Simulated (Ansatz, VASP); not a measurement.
## PN: VASP beside Ansatz

```
P N
1.0
     3.49503    0.00000    0.00446
     0.00000    6.05725    0.00000
    -2.28004    0.00000    3.84278
P N
4 4
Cartesian
  1.4922 5.6756 2.5658
  2.6322 3.4103 0.6444
  -1.4172 2.6470 3.2028
  -0.2772 0.3816 1.2814
  2.9951 5.0536 0.1478
  1.8551 4.0323 2.0692
  -0.6401 2.0249 1.7780
  -1.7801 1.0037 3.6994
```

Alike in both runs: task single point; functional PBE; k mesh 10 × 6 × 8; occupations gaussian, width 0.02 eV; no spin polarisation.

|  | VASP | Ansatz |
| --- | --- | --- |
| version | VASP 6.6.1 | Ansatz 0.2.0 |
| potentials or method | VASP PAW PBE potentials, release 64 (P, N), cutoff 520 eV | scalar-relativistic, plane waves, PAW |
| valence electrons in the cell | 40 | 40 |

|  | VASP | Ansatz | Ansatz less VASP |
| --- | --- | --- | --- |
| gap on the k mesh at the Fermi level (eV) | 1.03 | 1.04 | +0.012 |
| least direct gap on the mesh (eV) | 1.03 | 1.04 | +0.012 |
| pressure (GPa) | -1.0 | 0.0 | +0.96 |
| traceless stress, the component that is largest in VASP (GPa) | 0.53 | 0.02 | -0.517 |
| rms of the force components (eV/Å) | 0.027 | 0.002 | -0.0258 |

Atom by atom the forces differ by 0.028 eV/Å (rms over components). With one functional, cell and mesh, what is left measures potentials, basis and numerics.
